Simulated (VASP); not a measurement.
Input of a VASP 6.6.1 run:

File POSCAR:

```
BaTe
1.0
    0.0000000000      3.4548735670      3.4548735670
    3.4548735670      0.0000000000      3.4548735670
    3.4548735670      3.4548735670      0.0000000000
Ba Te
1 1
Direct
    0.0000000000      0.0000000000      0.0000000000
    0.5000000000      0.5000000000      0.5000000000
```

File INCAR.step1:

```
ALGO = Normal ; EDIFF = 1E-4
ENCUT = 520 ; GGA = PE
ISMEAR = -1 ; LASPH = T
LCHARG = F ; LREAL = F
LWAVE = T ; NBANDS = 15
NELM = 60 ; PREC = Accurate
SIGMA = 0.05
```

File INCAR.step2:

```
ALGO = Normal ; EDIFF = 1E-6
ENCUT = 520 ; ISIF = 2
ISMEAR = -1 ; ISTART = 1
LASPH = T ; LCHARG = T
LELF = T ; LMIXTAU = T
LREAL = F ; LVHAR = T
LWAVE = F ; METAGGA = R2SCAN
NBANDS = 15 ; NELM = 60
PREC = Accurate ; SIGMA = 0.05
```

KPOINTS

```
k-points
0
Gamma
  7 7 7
```

Potentials or basis: VASP PAW PBE potentials, release 64 (Ba_sv, Te).

Launch:

```sh
$ cat potpaw_PBE.64/Ba_sv/POTCAR potpaw_PBE.64/Te/POTCAR > POTCAR
$ cp INCAR.step1 INCAR
$ mpirun -np 1 vasp_std > vasp.out
$ cp INCAR.step2 INCAR
$ mpirun -np 1 vasp_std > vasp.out
```

Estimate the band gap on the k mesh.

1.84 eV, indirect (least direct gap 2.22 eV).

Predict the pressure.

2.7 GPa.

Caveat: the PAW data sets were made with another functional, which shifts forces and pressure a little; spin-orbit coupling is left out, which moves the levels of the heavy elements. A k mesh can miss the band edges.
